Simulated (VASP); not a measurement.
Write the native input for VASP 6.6.1 that does the following.

```
Task                               : single point
Functional                         : HSE06
Potentials or basis                : VASP PAW PBE potentials, release 64 (Sn_d)
Cutoff                             : 520 eV
k mesh                             : 4 × 4 × 4
Occupations                        : fermi-dirac, width 0.02 eV
Spin                               : no spin polarisation
Dipole correction                  : no
Grid for exact exchange (PRECFOCK) : Normal
Further INCAR settings             : ALGO = Normal; EDIFF = 1e-07; NBANDS = 21
Share of exact exchange            : 0.25
Screening parameter                : 0.2079 1/Å
```

Sn:

```
Sn
1.0
    -0.10804    3.27496    3.27496
     3.27496   -0.10804    3.27496
     3.27496    3.27496   -0.10804
Sn
2
Direct
  0.99717 0.99717 0.99717
  0.25283 0.25283 0.25283
```

This cell differs from its parent crystal: epitaxial 111 strain +3.0%.

One way to write it, as run:

POSCAR

```
Sn
1.0
   -0.1080365728      3.2749570008      3.2749570008
    3.2749570008     -0.1080365728      3.2749570008
    3.2749570008      3.2749570008     -0.1080365728
Sn
2
Direct
   -0.0028307295     -0.0028307295     -0.0028307295
    0.2528307295      0.2528307295      0.2528307295
```

INCAR.step1

```
ALGO = Normal ; EDIFF = 1E-5
ENCUT = 520 ; GGA = PE
ISIF = 2 ; ISMEAR = -1
LASPH = T ; LCHARG = F
LREAL = F ; LWAVE = T
NBANDS = 21 ; NELM = 80
PREC = Accurate ; SIGMA = 0.02
```

INCAR.step2

```
ALGO = Normal ; EDIFF = 1E-7
ENCUT = 520 ; GGA = PE
HFSCREEN = 0.2079 ; ISIF = 2
ISMEAR = -1 ; ISTART = 1
LASPH = T ; LCHARG = F
LHFCALC = T ; LREAL = F
LWAVE = F ; NBANDS = 21
NELM = 80 ; PREC = Accurate
PRECFOCK = Normal ; SIGMA = 0.02
```

KPOINTS

```
k-points
0
Gamma
  4 4 4
```

Potentials or basis: VASP PAW PBE potentials, release 64 (Sn_d).

The run is started by

```sh
$ cat potpaw_PBE.64/Sn_d/POTCAR > POTCAR
$ cp INCAR.step1 INCAR
$ mpirun -np 1 vasp_std > vasp.out
$ cp INCAR.step2 INCAR
$ mpirun -np 1 vasp_std > vasp.out
```

Results of the run:

```json
{
  "Pressure": "-1.3 GPa",
  "Largest force": "0.031 eV/Å",
  "Band gap on the k mesh": "zero (bands 14 and 15 overlap by 0.14 eV)"
}
```

Caveat: the k points lie up to 0.40 Å⁻¹ apart; the cell differs from its parent crystal (epitaxial 111 strain +3.0%); the PAW data sets were made with another functional, which shifts forces and pressure a little; spin-orbit coupling is left out, which moves the levels of the heavy elements.

It took 77 min on 1 thread of AMD EPYC 7R43 64-Core Processor (Zen 3) (shared host), peak memory 0.29 GiB.
